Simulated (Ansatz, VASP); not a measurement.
# AlN in VASP and in Ansatz

```
Al N
1.0
    -1.63784    2.83682    0.00000
     0.00000    0.00000    4.10063
     4.91352    2.83682    0.00000
Al N
4 4
Direct
  0.37258 0.75000 0.25038
  0.00000 0.75000 0.66667
  0.00000 0.25000 0.33333
  0.50000 0.25000 0.83333
  0.50000 0.25000 0.16667
  0.00000 0.25000 0.66667
  0.00000 0.75000 0.33333
  0.50000 0.75000 0.83333
```

Alike in both runs: task single point; functional LDA; k mesh 8 × 6 × 4; occupations gaussian, width 0.05 eV; no spin polarisation.

```csv
,VASP,Ansatz
version,VASP 6.6.1,Ansatz 0.2.0
potentials or method,"VASP PAW LDA potentials, release 64 (Al, N), cutoff 520 eV","scalar-relativistic, plane waves, PAW"
valence electrons in the cell,32,32
```

Ansatz gave:

```
gap on the k mesh at the Fermi level (eV) : 2.75
least direct gap on the mesh (eV)         : 2.75
rms of the force components (eV/Å)        : 10.935
```

Question: Estimate VASP's values.

Answer: gap on the k mesh at the Fermi level (eV): 2.74; least direct gap on the mesh (eV): 2.74; rms of the force components (eV/Å): 10.795.

Ansatz warns that its potentials were made for another functional, while VASP's fit it. LDA's correlation is that of Perdew and Zunger in VASP and of Perdew and Wang (1992) in Ansatz. Atom by atom the forces differ by 0.142 eV/Å (rms over components).
